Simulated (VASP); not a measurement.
# PbSe (I4/mmm) in VASP: a series of runs

The runs below take PbSe through single point, with r2SCAN.

Everything below comes from runs of VASP 6.6.1. Logs are shortened: lines on timing, memory, paths and dates and some standing lists are left out, and cuts for length are marked.

## 1. The cell of the first run

It takes space group I4/mmm (No. 139, tetragonal). Conventional cell: a = 4.499 Å, b = 4.499 Å, c = 6.139 Å, α = 90.00°, β = 90.00°, γ = 90.00°. Pb (site symmetry 4/mmm) has 6 Se at 3.07 to 3.18 Å within 4.0 Å. Within 4.0 Å of Se (site symmetry 4/mmm) lie 6 Pb at 3.07 to 3.18 Å.

## 2. Single point, r2SCAN (epitaxial xy strain +3.0%)

Contents of POSCAR:

```
PbSe
1.0
    0.0000000000      3.1813632861      3.0694827967
    3.1813632861      0.0000000000      3.0694827967
    3.1813632861      3.1813632861      0.0000000000
Pb Se
1 1
Direct
    0.0000000000      0.0000000000      0.0000000000
    0.5000000000      0.5000000000      0.5000000000
```

Contents of INCAR.step1:

```
  PREC = Accurate
  ENCUT = 520
  ISMEAR = 0
  SIGMA = 0.01
  LREAL = F
  LASPH = T
  NELM = 80
  NBANDS = 17
  GGA = PE
  ALGO = Normal
  EDIFF = 1E-4
  LWAVE = T
  LCHARG = F
```

Contents of INCAR.step2:

```
  PREC = Accurate
  ENCUT = 520
  EDIFF = 1E-7
  ISMEAR = 0
  SIGMA = 0.01
  LREAL = F
  LASPH = T
  NELM = 80
  ALGO = Normal
  ISIF = 2
  LWAVE = F
  LCHARG = F
  METAGGA = R2SCAN
  LMIXTAU = T
  NBANDS = 17
  ISTART = 1
```

Contents of KPOINTS:

```
regular mesh
0
Gamma
  8 8 8
```

Potentials or basis: VASP PAW PBE potentials, release 64 (Pb_d, Se).

Launch:

```sh
$ cat potpaw_PBE.64/Pb_d/POTCAR potpaw_PBE.64/Se/POTCAR > POTCAR
$ cp INCAR.step1 INCAR
$ mpirun -np 1 vasp_std > vasp.out
$ cp INCAR.step2 INCAR
$ mpirun -np 1 vasp_std > vasp.out
```

OUTCAR:

```text
PREC = Accurate
   ENCUT = 520
   EDIFF = 1E-7
   ISMEAR = 0
   LREAL = F
   LASPH = T
   NELM = 80
   ISIF = 2
   METAGGA = R2SCAN
   ISTART = 1

 ion  position               nearest neighbor table
   1  0.000  0.000  0.000-   2 3.07   2 3.07   2 3.18   2 3.18   2 3.18   2 3.18
   2  0.500  0.500  0.500-   1 3.07   1 3.07   1 3.18   1 3.18   1 3.18   1 3.18

  LATTYP: Found a body centered tetragonal cell.
 ALAT       =     4.4991271060
 C/A-ratio  =     1.3644792531

  Lattice vectors:

 A1 = (   0.0000000000,  -3.1813632861,  -3.0694827967)
 A2 = (   0.0000000000,   3.1813632861,  -3.0694827967)
 A3 = (   3.1813632861,   0.0000000000,   3.0694827967)

Analysis of symmetry for initial positions (statically):
=====================================================================
 Subroutine PRICEL returns:
 Original cell was already a primitive cell.

 Routine SETGRP: Setting up the symmetry group for a
 body centered tetragonal supercell.

 Subroutine GETGRP returns: Found 16 space group operations
 (whereof 16 operations were pure point group operations)
 out of a pool of 16 trial point group operations.

The static configuration has the point symmetry D_4h.

Analysis of symmetry for dynamics (positions and initial velocities):
=====================================================================
 Subroutine PRICEL returns:
 Original cell was already a primitive cell.

 Routine SETGRP: Setting up the symmetry group for a
 body centered tetragonal supercell.

 Subroutine GETGRP returns: Found 16 space group operations
 (whereof 16 operations were pure point group operations)
 out of a pool of 16 trial point group operations.

The dynamic configuration has the point symmetry D_4h.

 Subroutine INISYM returns: Found 16 space group operations
 (whereof 16 operations are pure point group operations),
 and found     1 'primitive' translations

----------------------------------------------------------------------------------------

                                     Primitive cell

  volume of cell :      62.1329

  direct lattice vectors                    reciprocal lattice vectors
     0.000000000  3.181363286  3.069482797    -0.157165327  0.157165327  0.162893892
     3.181363286  0.000000000  3.069482797     0.157165327 -0.157165327  0.162893892
     3.181363286  3.181363286  0.000000000     0.157165327  0.157165327 -0.162893892

  length of vectors
     4.420723583  4.420723583  4.499127106     0.275565419  0.275565419  0.275565419

  position of ions in fractional coordinates (direct lattice)
     0.000000000  0.000000000  0.000000000
     0.500000000  0.500000000  0.500000000

  ion indices of the primitive-cell ions
   primitive index   ion index
                 1           1
                 2           2

----------------------------------------------------------------------------------------

 KPOINTS: regular mesh

Automatic generation of k-mesh.
 Grid dimensions read from file:
 generate k-points for:    8    8    8

 Generating k-lattice:

  Cartesian coordinates                     Fractional coordinates (reciprocal lattice)
    -0.019645666  0.019645666  0.020361737     0.125000000  0.000000000  0.000000000
     0.019645666 -0.019645666  0.020361737     0.000000000  0.125000000  0.000000000
     0.019645666  0.019645666 -0.020361737     0.000000000  0.000000000  0.125000000

  Length of vectors
     0.034445677  0.034445677  0.034445677

  Shift w.r.t. Gamma in fractional coordinates (k-lattice)
     0.000000000  0.000000000  0.000000000

 Subroutine IBZKPT returns following result:
 ===========================================

 Found     59 irreducible k-points:

 Following reciprocal coordinates:
            Coordinates               Weight
  0.000000  0.000000  0.000000      1.000000
  0.125000 -0.000000  0.000000      8.000000
  0.250000 -0.000000  0.000000      8.000000
  0.375000  0.000000  0.000000      8.000000
  0.500000 -0.000000  0.000000      4.000000
  0.125000  0.125000  0.000000      2.000000
[... 16 lines left out ...]
  0.250000 -0.000000  0.125000     16.000000
  0.375000  0.000000  0.125000     16.000000
 [... further k-points ...]
   k-points           NKPTS =     59   k-points in BZ     NKDIM =     59   number of bands    NBANDS=     17
   number of dos      NEDOS =    301   number of ions     NIONS =      2
   total plane-waves  NPLWV =  46656
   dimension x,y,z NGX =    36 NGY =   36 NGZ =   36
   dimension x,y,z NGXF=    72 NGYF=   72 NGZF=   72
   ions per type =               1   1
   NGX,Y,Z   is equivalent  to a cutoff of  13.54, 13.54, 13.30 a.u.
   NGXF,Y,Z  is equivalent  to a cutoff of  27.08, 27.08, 26.60 a.u.
 SYSTEM =  unknown system
   PREC   = accura    normal or accurate (medium, high low for compatibility)
   ISTART =      1    job   : 0-new  1-cont  2-samecut
   ICHARG =      0    charge: 1-file 2-atom 10-const
   ISPIN  =      1    spin polarized calculation?
   LNONCOLLINEAR =      F non collinear calculations
   LSORBIT =      F    spin-orbit coupling
   LASPH  =      T    aspherical Exc in radial PAW
   ENCUT  =  520.0 eV  38.22 Ry    6.18 a.u.   8.22  8.22  8.37*2*pi/ulx,y,z
   NELM   =     80;   NELMIN=  2; NELMDL=  0     # of ELM steps
   EDIFF  = 0.1E-06   stopping-criterion for ELM
   LREAL  =      F    real-space projection
   EDIFFG = 0.1E-05   stopping-criterion for IOM
   NSW    =      0    number of steps for IOM
   IBRION =     -1    ionic relax: 0-MD 1-quasi-New 2-CG
   NFREE  =      0    steps in history (QN), initial steepest desc. (CG)
   ISIF   =      2    stress and relaxation
   ISYM   =      2    0-nonsym 1-usesym 2-fastsym
   POTIM  = 0.5000    time-step for ionic-motion
   TEBEG  =    0.0;   TEEND  =   0.0 temperature during run
   PSTRESS=    0.0 pullay stress
   NELECT =      20.0000    total number of electrons
   NUPDOWN=      -1.0000    fix difference up-down
   EMIN   =  10.00;   EMAX   =-10.00  energy-range for DOS
   EFERMI =   0.00;   METHOD = LEGACY
   ISMEAR =     0;   SIGMA  =   0.01  broadening in eV -4-tet -1-fermi 0-gaus
   EFERMI_NEDOS =   21; number of points for ismear=-14 and -15
   IALGO  =     38    algorithm
   IMIX   =      4    mixing-type and parameters
     AMIX     =   0.40;   BMIX     =  1.00
     AMIX_MAG =   1.60;   BMIX_MAG =  1.00
  volume/ion in A,a.u.               =      31.07       209.65
  Fermi-wavevector in a.u.,A,eV,Ry     =   1.121961  2.120198 17.126952  1.258795
  Thomas-Fermi vector in A             =   2.258617
   LORBIT       =      0    0 simple, 1 ext, 2 COOP (PROOUT), +10 PAW based schemes
   METAGGA = R2SCAN    functional components
   LHFCALC =     F    Hartree Fock is set to
   AEXX    =    0.0000 exact exchange contribution
   IVDW    =     0    specifies the selected vdW correction
   LEPSILON=     F    determine dielectric tensor
   LRPA    =     F    only Hartree local field effects (RPA)
 non-spin polarized calculation
 Gauss-broadening in eV      SIGMA  =   0.01
  energy-cutoff  :      520.00
  volume of cell :       62.13
 maximum number of plane-waves:      1687
 NGX is ok and might be reduce to    36
   NGX = 17   NGY = 17   NGZ = 17

 number of electron      19.9999999 magnetization

 Free energy of the ion-electron system (eV)
  ---------------------------------------------------
  ext. energy  EPLUGINS =         0.00000000
  ---------------------------------------------------
  free energy    TOTEN  =       -71.89972645 eV

  energy without entropy =      -71.89972645  energy(sigma->0) =      -71.89972645

 E-fermi :   4.0274     XC(G=0):  -9.6738

 val. band max:        3.9188797520   @ k =   0.5000  -0.0000   0.0000
 cond. band min:       4.7090393303   @ k =   0.5000  -0.0000   0.0000
 fundamental gap:      0.7901595783
 Fermi energy:         4.0274352262

 k-point     1 :       0.0000    0.0000    0.0000
  band No.  band energies     occupation
      1     -13.4147      2.00000
      2     -13.4096      2.00000
      3     -13.3998      2.00000
      4     -13.3998      2.00000
      5     -13.3876      2.00000
      6      -9.5298      2.00000
[... 9 lines left out ...]
     16      11.2178      0.00000
     17      12.2223      0.00000

 k-point     2 :       0.1250   -0.0000    0.0000
  band No.  band energies     occupation
      1     -13.4135      2.00000
      2     -13.4111      2.00000
      3     -13.3985      2.00000
      4     -13.3968      2.00000
      5     -13.3892      2.00000
      6      -9.4243      2.00000
[... 9 lines left out ...]
     16      11.4583      0.00000
     17      13.2578      0.00000

 k-point     3 :       0.2500   -0.0000    0.0000
  band No.  band energies     occupation
      1     -13.4161      2.00000
      2     -13.4120      2.00000
      3     -13.3988      2.00000
      4     -13.3885      2.00000
      5     -13.3880      2.00000
      6      -9.1381      2.00000
[... 9 lines left out ...]
     16      12.2673      0.00000
     17      15.1100      0.00000

 k-point     4 :       0.3750    0.0000    0.0000
  band No.  band energies     occupation
      1     -13.4216      2.00000
      2     -13.4132      2.00000
      3     -13.4014      2.00000
      4     -13.3829      2.00000
      5     -13.3788      2.00000
      6      -8.7871      2.00000
[... 9 lines left out ...]
     16      13.5936      0.00000
     17      15.5771      0.00000
[... 343 lines left out ...]
      1     -13.4146      2.00000
      2     -13.4109      2.00000
      3     -13.4015      2.00000
      4     -13.3948      2.00000
      5     -13.3886      2.00000
      6      -9.3927      2.00000
[... 9 lines left out ...]
     16      12.0748      0.00000
     17      12.8378      0.00000

 k-point    23 :       0.2500   -0.0000    0.1250
  band No.  band energies     occupation
      1     -13.4221      2.00000
      2     -13.4080      2.00000
      3     -13.4005      2.00000
      4     -13.3924      2.00000
      5     -13.3856      2.00000
      6      -9.1689      2.00000
[... 9 lines left out ...]
     16      12.8658      0.00000
     17      14.0384      0.00000

 k-point    24 :       0.3750    0.0000    0.1250
  band No.  band energies     occupation
      1     -13.4287      2.00000
      2     -13.4083      2.00000
      3     -13.3989      2.00000
      4     -13.3905      2.00000
      5     -13.3787      2.00000
      6      -8.8349      2.00000
[... 9 lines left out ...]
     16      14.0451      0.00000
     17      15.4127      0.00000

 [... further k-points ...]

------------------------ aborting loop because EDIFF is reached ----------------------------------------

  FORCE on cell =-STRESS in cart. coord.  units (eV):
  Direction    XX          YY          ZZ          XY          YZ          ZX
  --------------------------------------------------------------------------------------
  -------------------------------------------------------------------------------------
  Total       -1.3161662     -1.3161662      0.0050854      0.0000000     -0.0000000      0.0000000
  in kB      -33.9390431    -33.9390431      0.1311335      0.0000000     -0.0000000      0.0000000
  external PRESSURE =     -22.5823175 kB  Pullay stress =       0.0000000 kB

 VOLUME and BASIS-vectors are now :
 -----------------------------------------------------------------------------
  energy-cutoff  :      520.00
  volume of cell :       62.13
      direct lattice vectors                 reciprocal lattice vectors
     0.000000000  3.181363286  3.069482797    -0.157165327  0.157165327  0.162893892
     3.181363286  0.000000000  3.069482797     0.157165327 -0.157165327  0.162893892
     3.181363286  3.181363286  0.000000000     0.157165327  0.157165327 -0.162893892

 POSITION                                       TOTAL-FORCE (eV/Angst)
 -----------------------------------------------------------------------------------
      0.00000      0.00000      0.00000         0.000000     -0.000000      0.000000
      3.18136      3.18136      3.06948        -0.000000      0.000000      0.000000
 -----------------------------------------------------------------------------------
    total drift:                                0.000000      0.000000      0.000000

  FREE ENERGIE OF THE ION-ELECTRON SYSTEM (eV)
  ---------------------------------------------------
  free  energy   TOTEN  =       -71.8997264542 eV

  energy  without entropy=      -71.8997264542  energy(sigma->0) =      -71.89972645
```

Wall time 5.9 min (1 thread of Intel Xeon Platinum 8259CL at 2.50GHz (Skylake/Cascade Lake), shared host); peak memory 0.25 GiB.

What came out:

```
Free energy            : -71.8997 eV
Pressure               : -2.3 GPa
Band gap on the k mesh : 0.79 eV
```

Caveat: the cell differs from its parent crystal (epitaxial xy strain +3.0%); the PAW data sets were made with another functional, which shifts forces and pressure a little; spin-orbit coupling is left out, which moves the levels of the heavy elements. A k mesh can miss the band edges.

[end of part 1 of 2]
